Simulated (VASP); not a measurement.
Set up this calculation in VASP 6.6.1, as the native input.

```
Task                   : single point
Functional             : PBE
Potentials or basis    : VASP PAW PBE potentials, release 64 (Na_pv)
Cutoff                 : 520 eV
k mesh                 : 15 × 15 × 8
Occupations            : gaussian, width 0.15 eV
Spin                   : no spin polarisation
Dipole correction      : no
Further INCAR settings : ALGO = Fast; EDIFF = 1e-06; NBANDS = 14
```

The structure of Na lies in POSCAR:

```
Na
1.0
    3.7449956804      0.0000000000      0.0000000000
   -1.8724978402      3.2432613963      0.0000000000
    0.0000000000      0.0000000000      6.1030356778
Na
2
Direct
    0.3333333333      0.6666666667      0.1741361145
    0.6666666667      0.3333333333      0.8258638855
```

This cell differs from its parent crystal: mode 4 frozen in at +0.000 Å and mode 6 at -0.463 Å (largest displacements).

These files were run (other wordings do the same):

INCAR

```
SYSTEM = Na
ALGO = Fast
EDIFF = 1E-6
ENCUT = 520
GGA = PE
ISIF = 2
ISMEAR = 0
LASPH = .True.
LCHARG = .True.
LELF = .True.
LREAL = .False.
LVHAR = .True.
LWAVE = .False.
NBANDS = 14
NELM = 80
PREC = Accurate
SIGMA = 0.15
```

KPOINTS

```
k-points
0
Gamma
  15 15 8
  0 0 0
```

Potentials or basis: VASP PAW PBE potentials, release 64 (Na_pv).

Launch:

```sh
$ cat potpaw_PBE.64/Na_pv/POTCAR > POTCAR
$ mpirun -np 1 vasp_std > vasp.out
```

Results of the run:

```yaml
Pressure: 1.6 GPa
Largest_force: 0.827 eV/Å
Band_gap_on_the_k_mesh: zero (band 7 reaches 1.90 eV, above the bottom of band 8 at -1.32 eV)
```

Caveat: the cell differs from its parent crystal (mode 4 frozen in at +0.000 Å and mode 6 at -0.463 Å (largest displacements)).

Wall time 66 s on 1 thread of Intel(R) Xeon(R) 6975P-C (Granite Rapids), on a shared host, peak memory 0.28 GiB.
